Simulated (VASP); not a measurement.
A run of VASP 6.6.1 is set up as follows.

INCAR

```
SYSTEM = Bi
ALGO     = Normal         ! electronic algorithm
EDIFF    = 1E-7           ! SCF threshold, eV
EDIFFG   = -0.005         ! ionic threshold
ENCUT    = 600            ! plane-wave cutoff, eV
GGA      = PE             ! functional
IBRION   = 2              ! ionic algorithm
ISIF     = 3              ! what is computed and relaxed
ISMEAR   = -1             ! smearing method
LASPH    = .TRUE.         ! aspherical terms in the spheres
LCHARG   = .FALSE.        ! write CHGCAR
LREAL    = .FALSE.        ! projectors in reciprocal space
LWAVE    = .FALSE.        ! write WAVECAR
NELM     = 80             ! most SCF steps
NSW      = 60             ! ionic steps
PREC     = Accurate       ! precision mode
SIGMA    = 0.05           ! smearing width, eV
```

File KPOINTS:

```
k-points
0
G
  14 14 14
  0 0 0
```

POSCAR

```
Bi
1.0
    0.0000000000      2.5198420998      2.5198420998
    2.5198420998      0.0000000000      2.5198420998
    2.5198420998      2.5198420998      0.0000000000
Bi
1
Direct
    0.0000000000      0.0000000000      0.0000000000
```

Potentials or basis: VASP PAW PBE potentials, release 64 (Bi_d).

Command:

```console
$ cat potpaw_PBE.64/Bi_d/POTCAR > POTCAR
$ mpirun -np 1 vasp_std > vasp.out
```

(1) Predict the relaxed cell.

(2) Estimate the space group after relaxing (to 0.1 Å).

(3) Estimate the relaxed volume.

(4) Estimate the band gap on the k mesh.

Results:

(1) a = 3.559 Å, b = 3.559 Å, c = 3.559 Å, α = 60.00°, β = 60.00°, γ = 60.00°.

(2) Fm-3m (No. 225).

(3) 31.87 Å³/atom.

(4) zero (an odd number of electrons rules out a gap without spin polarisation).

Caveat: spin-orbit coupling is left out, which moves the levels of the heavy elements.
